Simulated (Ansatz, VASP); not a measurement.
# BiB26N27 in VASP and in Ansatz

```
Bi B N
1.0
     0.00000    5.43900    5.43900
     5.43900    0.00000    5.43900
     5.43900    5.43900    0.00000
Bi B N
1 26 27
Direct
  0.00000 0.00000 0.00000
  0.00296 0.00296 0.33862
  0.00296 0.00296 0.65546
  0.00296 0.33862 0.00296
  0.99990 0.33337 0.33337
  0.00296 0.33862 0.65546
  0.00296 0.65546 0.00296
  0.00296 0.65546 0.33862
  0.00037 0.66654 0.66654
  0.33862 0.00296 0.00296
  0.33337 0.99990 0.33337
  0.33862 0.00296 0.65546
  0.33337 0.33337 0.99990
  0.33337 0.33337 0.33337
  0.33363 0.33363 0.66637
  0.33862 0.65546 0.00296
  0.33363 0.66637 0.33363
  0.33363 0.66637 0.66637
  0.65546 0.00296 0.00296
  0.65546 0.00296 0.33862
  0.66654 0.00037 0.66654
  0.65546 0.33862 0.00296
  0.66637 0.33363 0.33363
  0.66637 0.33363 0.66637
  0.66654 0.66654 0.00037
  0.66637 0.66637 0.33363
  0.66654 0.66654 0.66654
  0.10622 0.10622 0.10622
  0.08234 0.08234 0.41766
  0.10622 0.10622 0.68135
  0.08234 0.41766 0.08234
  0.08234 0.41766 0.41766
  0.08423 0.41578 0.75000
  0.10622 0.68135 0.10622
  0.08423 0.75000 0.41578
  0.08423 0.75000 0.75000
  0.41766 0.08234 0.08234
  0.41766 0.08234 0.41766
  0.41578 0.08423 0.75000
  0.41766 0.41766 0.08234
  0.41667 0.41667 0.41667
  0.41667 0.41667 0.74998
  0.41578 0.75000 0.08423
  0.41667 0.74998 0.41667
  0.41578 0.75000 0.75000
  0.68135 0.10622 0.10622
  0.75000 0.08423 0.41578
  0.75000 0.08423 0.75000
  0.75000 0.41578 0.08423
  0.74998 0.41667 0.41667
  0.75000 0.41578 0.75000
  0.75000 0.75000 0.08423
  0.75000 0.75000 0.41578
  0.75000 0.75000 0.75000
```

Alike in both runs: functional PBE; k mesh 3 × 3 × 3; occupations fermi-dirac, width 0.01 eV; no spin polarisation.

Ansatz relaxed the structure, and its values are those at the end. VASP's run is a single point on that final structure, the one shown.

|  | VASP | Ansatz |
| --- | --- | --- |
| version | VASP 6.6.1 | Ansatz 0.2.0 |
| potentials or method | VASP PAW PBE potentials, release 64 (Bi_d, B, N) | plane-wave PAW, scalar-relativistic |
| plane-wave cutoff (eV) | 520 | 420 |
| valence electrons in the cell | 228 | 228 |

Ansatz gave:

- gap on the k mesh at the Fermi level (eV): 0.45
- pressure (GPa): 26.8
- rms of the force components (eV/Å): 0.007

Task: What did VASP give for the same quantities?

Result: gap on the k mesh at the Fermi level (eV): 0.43; pressure (GPa): 27.1; rms of the force components (eV/Å): 0.010.

Ansatz's warnings: stress scf threshold loose.

Neither program's run includes spin-orbit coupling.
